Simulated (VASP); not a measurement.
# Ag (Cmmm) in VASP: a series of runs

The runs below take Ag through single point, with PBE.

Everything below comes from runs of VASP 6.6.1. Logs are shortened: lines on timing, memory, paths and dates and some standing lists are left out, and cuts for length are marked.

## (1) The cell of the first run

The typed cell holds 4 atoms: a = 2.776 Å, b = 5.685 Å, c = 5.686 Å, α = 119.99°, β = 90.00°, γ = 90.00°.

## (2) Single point, PBE

Input file INCAR:

```
ALGO = Fast
EDIFF = 1E-6
ENCUT = 520
GGA = PE
ISIF = 2
ISMEAR = 0
LASPH = T
LCHARG = F
LREAL = F
LWAVE = F
NBANDS = 30
NELM = 80
PREC = Accurate
SIGMA = 0.2
```

Input file KPOINTS:

```
k-points
0
Gamma
  8 4 4
```

Input file POSCAR:

```
Ag
1.0
    0.0000000000      0.0000000000      2.7757321843
   -5.6847619651      0.0000000000      0.0000000000
    2.8423809826     -4.9248673999      0.0000000000
Ag
4
Direct
    0.5000000000      0.7500000000      0.0000000000
    0.5000000000      0.2500000000      0.5000000000
    0.5000000000      0.7500000000      0.5000000000
    0.5000000000      0.2500000000      0.0000000000
```

Potentials or basis: VASP PAW PBE potentials, release 64 (Ag).

Command:

```console
> cat potpaw_PBE.64/Ag/POTCAR > POTCAR
> mpirun -np 1 vasp_std > vasp.out
```

OUTCAR:

```text
EDIFF = 1E-6
   ENCUT = 520
   GGA = PE
   ISIF = 2
   ISMEAR = 0
   LASPH = T
   LREAL = F
   NELM = 80
   PREC = Accurate

 ion  position               nearest neighbor table
   1  0.500  0.750  0.000-   4 2.84   4 2.84   2 2.84   2 2.84   3 2.84   3 2.84
   2  0.500  0.250  0.500-   3 2.84   3 2.84   1 2.84   1 2.84   4 2.84   4 2.84
   3  0.500  0.750  0.500-   2 2.84   2 2.84   4 2.84   4 2.84   1 2.84   1 2.84
   4  0.500  0.250  0.000-   1 2.84   1 2.84   3 2.84   3 2.84   2 2.84   2 2.84

  LATTYP: Found a base centered orthorhombic cell.
 ALAT       =     5.6847619651
 B/A-ratio  =     1.7326556257
 C/A-ratio  =     0.4882758858

  Lattice vectors:

 A1 = (  -2.8423809826,   4.9248673999,   0.0000000000)
 A2 = (  -2.8423809825,  -4.9248673999,   0.0000000000)
 A3 = (   0.0000000000,   0.0000000000,   2.7757321843)

Analysis of symmetry for initial positions (statically):
=====================================================================
 Subroutine PRICEL returns following result:

  LATTYP: Found a base centered orthorhombic cell.
 ALAT       =     2.8423809825
 B/A-ratio  =     1.7326556257
 C/A-ratio  =     0.9765517717

  Lattice vectors:

 A1 = (  -1.4211904913,   2.4624337000,   0.0000000000)
 A2 = (  -1.4211904913,  -2.4624337000,   0.0000000000)
 A3 = (   0.0000000000,   0.0000000000,   2.7757321843)

   4 primitive cells build up your supercell.

 Routine SETGRP: Setting up the symmetry group for a
 base centered orthorhombic supercell.

 Subroutine GETGRP returns: Found  8 space group operations
 (whereof  8 operations were pure point group operations)
 out of a pool of  8 trial point group operations.

The static configuration has the point symmetry D_2h.

Analysis of symmetry for dynamics (positions and initial velocities):
=====================================================================
 Subroutine PRICEL returns following result:

  LATTYP: Found a base centered orthorhombic cell.
 ALAT       =     2.8423809825
 B/A-ratio  =     1.7326556257
 C/A-ratio  =     0.9765517717

  Lattice vectors:

 A1 = (  -1.4211904913,   2.4624337000,   0.0000000000)
 A2 = (  -1.4211904913,  -2.4624337000,   0.0000000000)
[... 99 lines left out ...]
 SYSTEM =  unknown system
   PREC   = accura    normal or accurate (medium, high low for compatibility)
   ISTART =      0    job   : 0-new  1-cont  2-samecut
   ICHARG =      2    charge: 1-file 2-atom 10-const
   ISPIN  =      1    spin polarized calculation?
   LNONCOLLINEAR =      F non collinear calculations
   LSORBIT =      F    spin-orbit coupling
   LASPH  =      T    aspherical Exc in radial PAW
   ENCUT  =  520.0 eV  38.22 Ry    6.18 a.u.   5.16 10.57 10.57*2*pi/ulx,y,z
   NELM   =     80;   NELMIN=  2; NELMDL= -5     # of ELM steps
   EDIFF  = 0.1E-05   stopping-criterion for ELM
   LREAL  =      F    real-space projection
   EDIFFG = 0.1E-04   stopping-criterion for IOM
   NSW    =      0    number of steps for IOM
   IBRION =     -1    ionic relax: 0-MD 1-quasi-New 2-CG
   NFREE  =      0    steps in history (QN), initial steepest desc. (CG)
   ISIF   =      2    stress and relaxation
   ISYM   =      2    0-nonsym 1-usesym 2-fastsym
   POTIM  = 0.5000    time-step for ionic-motion
   TEBEG  =    0.0;   TEEND  =   0.0 temperature during run
   PSTRESS=    0.0 pullay stress
   NELECT =      44.0000    total number of electrons
   NUPDOWN=      -1.0000    fix difference up-down
   EMIN   =  10.00;   EMAX   =-10.00  energy-range for DOS
   EFERMI =   0.00;   METHOD = LEGACY
   ISMEAR =     0;   SIGMA  =   0.20  broadening in eV -4-tet -1-fermi 0-gaus
   EFERMI_NEDOS =   21; number of points for ismear=-14 and -15
   IALGO  =     68    algorithm
   IMIX   =      4    mixing-type and parameters
     AMIX     =   0.40;   BMIX     =  1.00
     AMIX_MAG =   1.60;   BMIX_MAG =  1.00
  volume/ion in A,a.u.               =      19.43       131.11
  Fermi-wavevector in a.u.,A,eV,Ry     =   1.354350  2.559350 24.956678  1.834264
  Thomas-Fermi vector in A             =   2.481529
   LORBIT       =      0    0 simple, 1 ext, 2 COOP (PROOUT), +10 PAW based schemes
   GGA     = PE    functional components
   LHFCALC =     F    Hartree Fock is set to
   AEXX    =    0.0000 exact exchange contribution
   IVDW    =     0    specifies the selected vdW correction
   LEPSILON=     F    determine dielectric tensor
   LRPA    =     F    only Hartree local field effects (RPA)
 non-spin polarized calculation
 RMM-DIIS sequential band-by-band and
 Gauss-broadening in eV      SIGMA  =   0.20
  energy-cutoff  :      520.00
  volume of cell :       77.71
 maximum number of plane-waves:      2122
 NGX is ok and might be reduce to    24

 number of electron      44.0000029 magnetization

 Free energy of the ion-electron system (eV)
  ---------------------------------------------------
  ext. energy  EPLUGINS =         0.00000000
  ---------------------------------------------------
  free energy    TOTEN  =       -10.09201288 eV

  energy without entropy =      -10.05813328  energy(sigma->0) =      -10.07507308

 E-fermi :   6.9464     XC(G=0): -11.3967

 val. band max:        6.7776787067   @ k =   0.0000   0.0000   0.5000
 cond. band min:       7.0798936041   @ k =   0.3750   0.2500   0.2500
 fundamental gap:      0.3022148973
 Fermi energy:         6.9463760122

 k-point     1 :       0.0000    0.0000    0.0000
  band No.  band energies     occupation
      1      -0.1228      2.00000
      2       0.7654      2.00000
      3       0.7659      2.00000
      4       0.7659      2.00000
      5       0.9016      2.00000
      6       1.5502      2.00000
[... 781 lines left out ...]
     29      15.9054      0.00000
     30      18.2991      0.00000

 [... further k-points ...]
[... 5 lines left out ...]
  --------------------------------------------------------------------------------------
  -------------------------------------------------------------------------------------
  Total       -0.0139515     -0.0222427     -0.3324776      0.0000000      0.0000000      0.0000000
  in kB       -0.2876385     -0.4585781     -6.8547030      0.0000000      0.0000000      0.0000000
  external PRESSURE =      -2.5336399 kB  Pullay stress =       0.0000000 kB

 VOLUME and BASIS-vectors are now :
 -----------------------------------------------------------------------------
  energy-cutoff  :      520.00
  volume of cell :       77.71
      direct lattice vectors                 reciprocal lattice vectors
     0.000000000  0.000000000  2.775732184     0.000000000  0.000000000  0.360265304
    -5.684761965  0.000000000  0.000000000    -0.175908861 -0.101525576  0.000000000
     2.842380983 -4.924867400  0.000000000     0.000000000 -0.203051152  0.000000000

 POSITION                                       TOTAL-FORCE (eV/Angst)
 -----------------------------------------------------------------------------------
     -4.26357      0.00000      1.38787        -0.000000     -0.000000      0.000000
      0.00000     -2.46243      1.38787         0.000000     -0.000000     -0.000000
     -2.84238     -2.46243      1.38787        -0.000000      0.000000      0.000000
     -1.42119      0.00000      1.38787        -0.000000      0.000000     -0.000000
 -----------------------------------------------------------------------------------
    total drift:                                0.000000      0.000000      0.000000

  FREE ENERGIE OF THE ION-ELECTRON SYSTEM (eV)
  ---------------------------------------------------
  free  energy   TOTEN  =       -10.0920128777 eV

  energy  without entropy=      -10.0581332774  energy(sigma->0) =      -10.07507308
```

stdout:

```text
POSCAR found type information on POSCAR Ag
 POSCAR found :  1 types and       4 ions
 scaLAPACK will be used
 LDA part: xc-table for (Slater+PW92), standard interpolation
 POSCAR, INCAR and KPOINTS ok, starting setup
 FFT: planning ... GRIDC
 FFT: planning ... GRID_SOFT
 FFT: planning ... GRID
 WAVECAR not read
 entering main loop
```

Run time: 27 s. Hardware: 1 thread of Intel Xeon 6975P-C (Granite Rapids), shared host; peak memory 0.2 GiB.

Results:

| Item | Value |
| --- | --- |
| Free energy | -10.0920 eV |
| Pressure | -0.3 GPa |
| Band gap on the k mesh | zero (band 22 reaches 10.15 eV, above the bottom of band 23 at 4.45 eV) |

## (3) Single point, PBE

This run uses another cell than the first one: it holds 1 atom, not 4.

Input file INCAR:

```
  PREC = Accurate
  ENCUT = 520
  EDIFF = 1E-6
  ISMEAR = 0
  SIGMA = 0.1
  LREAL = False
  LASPH = True
  NELM = 100
  ALGO = Fast
  ISIF = 2
  LWAVE = False
  LCHARG = False
  GGA = PE
  NBANDS = 12
```

Input file KPOINTS:

```
regular mesh
0
Gamma
  22 22 20
```

Input file POSCAR:

```
Ag
1.0
    1.4211904913     -2.4624336999      0.0000000000
    1.4211904913      2.4624336999      0.0000000000
    0.0000000000      0.0000000000      2.7757321843
Ag
1
Direct
    0.5000000000      0.5000000000      0.5000000000
```

Potentials or basis: VASP PAW PBE potentials, release 64 (Ag).

Command:

```console
> cat potpaw_PBE.64/Ag/POTCAR > POTCAR
> mpirun -np 1 vasp_std > vasp.out
```

Wall time 89 s (1 thread of Intel Xeon 6975P-C (Granite Rapids), shared host); peak memory 0.41 GiB.

It converged, with:

- Free energy: -2.5315 eV
- Pressure: 0.0 GPa

Levels at points of the mesh, in eV from the Fermi level:
```
           k point  band 3  band 4  band 5  band 6  band 7  band 8
(0.00, 0.00, 0.00)   -4.52   -4.52   -2.91   -2.91   13.02   16.18
(0.50, 0.00, 0.00)   -3.95   -3.13   -2.66   -0.05    3.06   12.13
(0.50, 0.50, 0.00)   -3.95   -3.13   -2.66   -0.06    3.05   12.14
(0.00, 0.00, 0.50)   -4.34   -3.72   -3.72   -0.97    1.22   18.93
(0.50, 0.00, 0.50)   -4.10   -2.60   -2.31    4.13    4.84    8.89
(0.50, 0.50, 0.50)   -4.10   -2.60   -2.31    4.13    4.83    8.88
```
